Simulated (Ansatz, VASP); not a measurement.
Two plane-wave programs on Ni

```
CELL_PARAMETERS angstrom
2.44766 0.00000 0.00000
-1.22383 2.11974 0.00000
0.00000 0.00000 4.06778
ATOMIC_POSITIONS crystal
Ni 0.33333 0.66667 0.25000
Ni 0.66667 0.33333 0.75000
```

Alike in both runs: functional r2SCAN; k mesh 18 × 18 × 10; occupations gaussian, width 0.1 eV; collinear spin.

Ansatz relaxed the structure, and its values are those at the end. VASP's run is a single point on that final structure, the one shown.

|  | VASP | Ansatz |
| --- | --- | --- |
| version | VASP 6.6.1 | Ansatz 0.2.0 |
| potentials or method | VASP PAW PBE potentials, release 64 (Ni), cutoff 520 eV | scalar-relativistic, plane waves, PAW |
| valence electrons in the cell | 20 | 36 |

```csv
,VASP,Ansatz,Ansatz less VASP
gap on the k mesh at the Fermi level (eV),none,none,-
pressure (GPa),0.3,-0.1,-0.40
net moment per atom (μB),0.71,0.73,+0.019
size of the moment on the site where the two differ most (μB),0.72,0.79,+0.066
```

VASP's potentials were made for PBE, not for r2SCAN. Site moments also hang on the region over which each program counts them. A gap of «none» marks a metal or a gap that the smearing closes. VASP's potentials hold 20 valence electrons a cell and Ansatz's 36, so a difference there can come from the potentials and not from the codes.
